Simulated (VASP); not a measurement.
# TiSnTe3 (Pm-3m) in VASP: single point with PBE

Aim: the single point of TiSnTe3 with PBE.

Everything below comes from runs of VASP 6.6.1. Logs are shortened: lines on timing, memory, paths and dates and some standing lists are left out, and cuts for length are marked.

**1. The cell of the first run**

The structure is cubic, space group Pm-3m (No. 221). Conventional cell: a = 5.653 Å, b = 5.653 Å, c = 5.653 Å, α = 90.00°, β = 90.00°, γ = 90.00°. Within 5.2 Å of Ti (site symmetry m-3m) lie 12 Te at 4.00 Å and 8 Sn at 4.90 Å. Within 3.7 Å of Sn (site symmetry m-3m) lie 6 Te at 2.83 Å. Te (site symmetry 4/mmm) has 2 Sn at 2.83 Å within 3.7 Å.

The cell was built from a structure type or drawn by symmetry, and may not be a known phase.

**2. Single point, PBE, collinear spin**

INCAR

```
  PREC = Accurate
  ENCUT = 500
  EDIFF = 1E-6
  ISMEAR = 0
  SIGMA = 0.1
  LREAL = False
  LASPH = True
  NELM = 200
  ALGO = Normal
  ISIF = 2
  LWAVE = False
  LCHARG = True
  ISPIN = 2
  MAGMOM = 2.29 0 -0.14 -0.14 -0.14
  LORBIT = 11
  LMAXMIX = 4
  GGA = PE
  LELF = True
  LVHAR = True
  NBANDS = 34
  GGA_COMPAT = False
```

KPOINTS

```
regular mesh
0
Gamma
  8 8 8
```

POSCAR

```
TiSnTe3
1.0
    5.6532374071      0.0000000000      0.0000000000
    0.0000000000      5.6532374071      0.0000000000
    0.0000000000      0.0000000000      5.6532374071
Ti Sn Te
1 1 3
Direct
    0.0000000000      0.0000000000      0.0000000000
    0.5000000000      0.5000000000      0.5000000000
    0.0000000000      0.5000000000      0.5000000000
    0.5000000000      0.5000000000      0.0000000000
    0.5000000000      0.0000000000      0.5000000000
```

Potentials or basis: VASP PAW PBE potentials, release 64 (Ti_sv, Sn_d, Te).

On the command line:

```sh
> cat potpaw_PBE.64/Ti_sv/POTCAR potpaw_PBE.64/Sn_d/POTCAR potpaw_PBE.64/Te/POTCAR > POTCAR
> mpirun -np 1 vasp_std > vasp.out
```

OUTCAR:

```text
PREC = Accurate
   ENCUT = 500
   EDIFF = 1E-6
   ISMEAR = 0
   LREAL = False
   LASPH = True
   NELM = 200
   ISIF = 2
   ISPIN = 2
   LORBIT = 11
   GGA = PE

 ion  position               nearest neighbor table
   1  0.000  0.000  0.000-
   2  0.500  0.500  0.500-   3 2.83   4 2.83   5 2.83   4 2.83   5 2.83   3 2.83
   3  0.000  0.500  0.500-   2 2.83   2 2.83
   4  0.500  0.500  0.000-   2 2.83   2 2.83
   5  0.500  0.000  0.500-   2 2.83   2 2.83

  LATTYP: Found a simple cubic cell.
 ALAT       =     5.6532374071

  Lattice vectors:

 A1 = (   5.6532374071,   0.0000000000,   0.0000000000)
 A2 = (   0.0000000000,   5.6532374071,   0.0000000000)
 A3 = (   0.0000000000,   0.0000000000,   5.6532374071)

Analysis of symmetry for initial positions (statically):
=====================================================================
 Subroutine PRICEL returns:
 Original cell was already a primitive cell.

 Routine SETGRP: Setting up the symmetry group for a
 simple cubic supercell.

 Subroutine GETGRP returns: Found 48 space group operations
 (whereof 48 operations were pure point group operations)
 out of a pool of 48 trial point group operations.

The static configuration has the point symmetry O_h .

Analysis of symmetry for dynamics (positions and initial velocities):
=====================================================================
 Subroutine PRICEL returns:
 Original cell was already a primitive cell.

 Routine SETGRP: Setting up the symmetry group for a
 simple cubic supercell.

 Subroutine GETGRP returns: Found 48 space group operations
 (whereof 48 operations were pure point group operations)
 out of a pool of 48 trial point group operations.

The dynamic configuration has the point symmetry O_h .

Analysis of structural, dynamic, and magnetic symmetry:
=====================================================================
 Subroutine PRICEL returns:
 Original cell was already a primitive cell.

 Routine SETGRP: Setting up the symmetry group for a
 simple cubic supercell.

 Subroutine GETGRP returns: Found 48 space group operations
 (whereof 48 operations were pure point group operations)
 out of a pool of 48 trial point group operations.

The overall configuration has the point symmetry O_h .

 Subroutine INISYM returns: Found 48 space group operations
 (whereof 48 operations are pure point group operations),
 and found     1 'primitive' translations

----------------------------------------------------------------------------------------

                                     Primitive cell

  volume of cell :     180.6723

  direct lattice vectors                    reciprocal lattice vectors
     5.653237407  0.000000000  0.000000000     0.176889794  0.000000000  0.000000000
     0.000000000  5.653237407  0.000000000     0.000000000  0.176889794  0.000000000
     0.000000000  0.000000000  5.653237407     0.000000000  0.000000000  0.176889794

  length of vectors
     5.653237407  5.653237407  5.653237407     0.176889794  0.176889794  0.176889794

  position of ions in fractional coordinates (direct lattice)
     0.000000000  0.000000000  0.000000000
     0.500000000  0.500000000  0.500000000
     0.000000000  0.500000000  0.500000000
     0.500000000  0.500000000  0.000000000
     0.500000000  0.000000000  0.500000000

  ion indices of the primitive-cell ions
   primitive index   ion index
                 1           1
                 2           2
                 3           3
                 4           4
                 5           5

----------------------------------------------------------------------------------------

 KPOINTS: regular mesh

Automatic generation of k-mesh.
 Grid dimensions read from file:
 generate k-points for:    8    8    8

 Generating k-lattice:

  Cartesian coordinates                     Fractional coordinates (reciprocal lattice)
     0.022111224  0.000000000  0.000000000     0.125000000  0.000000000  0.000000000
     0.000000000  0.022111224  0.000000000     0.000000000  0.125000000  0.000000000
     0.000000000  0.000000000  0.022111224     0.000000000  0.000000000  0.125000000

  Length of vectors
     0.022111224  0.022111224  0.022111224

  Shift w.r.t. Gamma in fractional coordinates (k-lattice)
     0.000000000  0.000000000  0.000000000

 Subroutine IBZKPT returns following result:
 ===========================================

 Found     35 irreducible k-points:

 Following reciprocal coordinates:
            Coordinates               Weight
  0.000000  0.000000  0.000000      1.000000
  0.125000  0.000000  0.000000      6.000000
  0.250000  0.000000  0.000000      6.000000
  0.375000  0.000000  0.000000      6.000000
  0.500000  0.000000  0.000000      3.000000
  0.125000  0.125000  0.000000     12.000000
[... 16 lines left out ...]
  0.375000  0.375000  0.125000     24.000000
  0.500000  0.375000  0.125000     24.000000
 [... further k-points ...]
   k-points           NKPTS =     35   k-points in BZ     NKDIM =     35   number of bands    NBANDS=     34
   number of dos      NEDOS =    301   number of ions     NIONS =      5
   total plane-waves  NPLWV =  74088
   dimension x,y,z NGX =    42 NGY =   42 NGZ =   42
   dimension x,y,z NGXF=    84 NGYF=   84 NGZF=   84
   ions per type =               1   1   3
   NGX,Y,Z   is equivalent  to a cutoff of  12.35, 12.35, 12.35 a.u.
   NGXF,Y,Z  is equivalent  to a cutoff of  24.70, 24.70, 24.70 a.u.
 SYSTEM =  unknown system
   PREC   = accura    normal or accurate (medium, high low for compatibility)
   ISTART =      0    job   : 0-new  1-cont  2-samecut
   ICHARG =      2    charge: 1-file 2-atom 10-const
   ISPIN  =      2    spin polarized calculation?
   LNONCOLLINEAR =      F non collinear calculations
   LSORBIT =      F    spin-orbit coupling
   LASPH  =      T    aspherical Exc in radial PAW
   ENCUT  =  500.0 eV  36.75 Ry    6.06 a.u.  10.31 10.31 10.31*2*pi/ulx,y,z
   NELM   =    200;   NELMIN=  2; NELMDL= -5     # of ELM steps
   EDIFF  = 0.1E-05   stopping-criterion for ELM
   LREAL  =      F    real-space projection
   EDIFFG = 0.1E-04   stopping-criterion for IOM
   NSW    =      0    number of steps for IOM
   IBRION =     -1    ionic relax: 0-MD 1-quasi-New 2-CG
   NFREE  =      0    steps in history (QN), initial steepest desc. (CG)
   ISIF   =      2    stress and relaxation
   ISYM   =      2    0-nonsym 1-usesym 2-fastsym
   POTIM  = 0.5000    time-step for ionic-motion
   TEBEG  =    0.0;   TEEND  =   0.0 temperature during run
   PSTRESS=    0.0 pullay stress
   NELECT =      44.0000    total number of electrons
   NUPDOWN=      -1.0000    fix difference up-down
   EMIN   =  10.00;   EMAX   =-10.00  energy-range for DOS
   EFERMI =   0.00;   METHOD = LEGACY
   ISMEAR =     0;   SIGMA  =   0.10  broadening in eV -4-tet -1-fermi 0-gaus
   EFERMI_NEDOS =   21; number of points for ismear=-14 and -15
   IALGO  =     38    algorithm
   IMIX   =      4    mixing-type and parameters
     AMIX     =   0.40;   BMIX     =  1.00
     AMIX_MAG =   1.60;   BMIX_MAG =  1.00
  volume/ion in A,a.u.               =      36.13       243.85
  Fermi-wavevector in a.u.,A,eV,Ry     =   1.022340  1.931942 14.220512  1.045178
  Thomas-Fermi vector in A             =   2.156014
   LORBIT       =     11    0 simple, 1 ext, 2 COOP (PROOUT), +10 PAW based schemes
   GGA     = PE    functional components
   LHFCALC =     F    Hartree Fock is set to
   AEXX    =    0.0000 exact exchange contribution
   IVDW    =     0    specifies the selected vdW correction
   LEPSILON=     F    determine dielectric tensor
   LRPA    =     F    only Hartree local field effects (RPA)
 spin polarized calculation
 Gauss-broadening in eV      SIGMA  =   0.10
  energy-cutoff  :      500.00
  volume of cell :      180.67
 maximum number of plane-waves:      4632
 NGX is ok and might be reduce to    42
   NGX = 21   NGY = 21   NGZ = 21

 number of electron      44.0000014 magnetization       1.6882834

 Free energy of the ion-electron system (eV)
  ---------------------------------------------------
  ext. energy  EPLUGINS =         0.00000000
  ---------------------------------------------------
  free energy    TOTEN  =       -17.63190837 eV

  energy without entropy =      -17.58710690  energy(sigma->0) =      -17.60950764

 E-fermi :   4.4210     XC(G=0):  -8.6453

 val. band max:        4.4184673171   @ k =   0.5000   0.2500   0.0000
 cond. band min:       4.4212380673   @ k =   0.3750   0.3750   0.0000
 fundamental gap:      0.0027707502
 Fermi energy:         4.4209530551

 spin component 1

 k-point     1 :       0.0000    0.0000    0.0000
  band No.  band energies     occupation
      1     -53.8745      1.00000
      2     -30.1638      1.00000
      3     -30.1638      1.00000
      4     -30.1638      1.00000
      5     -17.2393      1.00000
      6     -17.2393      1.00000
[... 877 lines left out ...]
     33       9.2309      0.00000
     34      10.6982      0.00000

 [... further k-points ...]

 spin component 2

 k-point     1 :       0.0000    0.0000    0.0000
  band No.  band energies     occupation
      1     -52.0575      1.00000
      2     -28.3484      1.00000
      3     -28.3484      1.00000
      4     -28.3484      1.00000
      5     -17.2417      1.00000
      6     -17.2417      1.00000
[... 877 lines left out ...]
     33       9.7015      0.00000
     34      10.6839      0.00000

 [... further k-points ...]

------------------------ aborting loop because EDIFF is reached ----------------------------------------

  FORCE on cell =-STRESS in cart. coord.  units (eV):
  Direction    XX          YY          ZZ          XY          YZ          ZX
  --------------------------------------------------------------------------------------
  -------------------------------------------------------------------------------------
  Total       -0.2113459     -0.2113459     -0.2113459     -0.0000000     -0.0000000      0.0000000
  in kB       -1.8741866     -1.8741866     -1.8741866     -0.0000000     -0.0000000      0.0000000
  external PRESSURE =      -1.8741866 kB  Pullay stress =       0.0000000 kB

 VOLUME and BASIS-vectors are now :
 -----------------------------------------------------------------------------
  energy-cutoff  :      500.00
  volume of cell :      180.67
      direct lattice vectors                 reciprocal lattice vectors
     5.653237407  0.000000000  0.000000000     0.176889794  0.000000000  0.000000000
     0.000000000  5.653237407  0.000000000     0.000000000  0.176889794  0.000000000
     0.000000000  0.000000000  5.653237407     0.000000000  0.000000000  0.176889794

 POSITION                                       TOTAL-FORCE (eV/Angst)
 -----------------------------------------------------------------------------------
      0.00000      0.00000      0.00000         0.000000      0.000000      0.000000
      2.82662      2.82662      2.82662         0.000000      0.000000      0.000000
      0.00000      2.82662      2.82662         0.000000      0.000000      0.000000
      2.82662      2.82662      0.00000         0.000000      0.000000      0.000000
      2.82662      0.00000      2.82662         0.000000      0.000000      0.000000
 -----------------------------------------------------------------------------------
    total drift:                                0.000000     -0.000000     -0.000000

  FREE ENERGIE OF THE ION-ELECTRON SYSTEM (eV)
  ---------------------------------------------------
  free  energy   TOTEN  =       -17.6319083750 eV

  energy  without entropy=      -17.5871068964  energy(sigma->0) =      -17.60950764

 total charge

# of ion       s       p       d       tot
------------------------------------------
    1        2.079   5.950   1.936   9.964
    2        1.209   1.045  10.065  12.319
    3        1.394   1.933   0.027   3.354
    4        1.394   1.933   0.027   3.354
    5        1.394   1.933   0.027   3.354
--------------------------------------------------
tot          7.471  12.795  12.080  32.346

 magnetization (x)

# of ion       s       p       d       tot
------------------------------------------
    1        0.034   0.008   1.774   1.816
    2       -0.003   0.000  -0.002  -0.005
    3       -0.002  -0.127   0.001  -0.129
    4       -0.002  -0.127   0.001  -0.129
    5       -0.002  -0.127   0.001  -0.129
--------------------------------------------------
tot          0.023  -0.373   1.773   1.422
```

It took 10 min on 1 thread of Intel Xeon Platinum 8488C (Sapphire Rapids), shared host; peak memory 0.52 GiB.

What came out:

| Quantity | Value |
| --- | --- |
| Free energy | -17.6319 eV |
| Pressure | -0.2 GPa |
| Net moment | 1.69 μB per cell |
| Site moments | Ti +1.82; Sn -0.01; Te -0.13 μB |
| Valence electrons inside the program's atomic spheres | Ti 9.96; Sn 12.32; Te 3.35 |

Levels at points of the mesh, in eV from the Fermi level:
Spin up:
```
           k point  band 21  band 22  band 23  band 24  band 25  band 26
(0.00, 0.00, 0.00)    -0.69    -0.69    -0.26    -0.26    -0.26    -0.05
(0.50, 0.00, 0.00)    -0.99    -0.25     0.05     0.39     0.39     0.53
(0.50, 0.50, 0.00)    -0.24    -0.12     0.05     0.27     0.27     0.86
(0.50, 0.50, 0.50)    -0.20    -0.20     0.11     0.11     0.59     0.59
```
Spin down:
| k point | band 18 | band 19 | band 20 | band 21 | band 22 | band 23 | band 24 | band 25 |
| --- | --- | --- | --- | --- | --- | --- | --- | --- |
| (0.00, 0.00, 0.00) | -0.89 | -0.89 | -0.77 | -0.77 | -0.77 | 0.87 | 1.26 | 1.26 |
| (0.50, 0.00, 0.00) | -1.67 | -1.46 | -0.86 | -0.86 | 0.69 | 1.22 | 1.57 | 1.74 |
| (0.50, 0.50, 0.00) | -1.67 | -1.67 | -0.70 | 0.25 | 1.36 | 1.41 | 1.75 | 1.94 |
| (0.50, 0.50, 0.50) | -0.67 | 0.40 | 0.40 | 0.40 | 0.56 | 1.55 | 1.55 | 1.58 |

Caveat: spin-orbit coupling is left out, which moves the levels of the heavy elements.
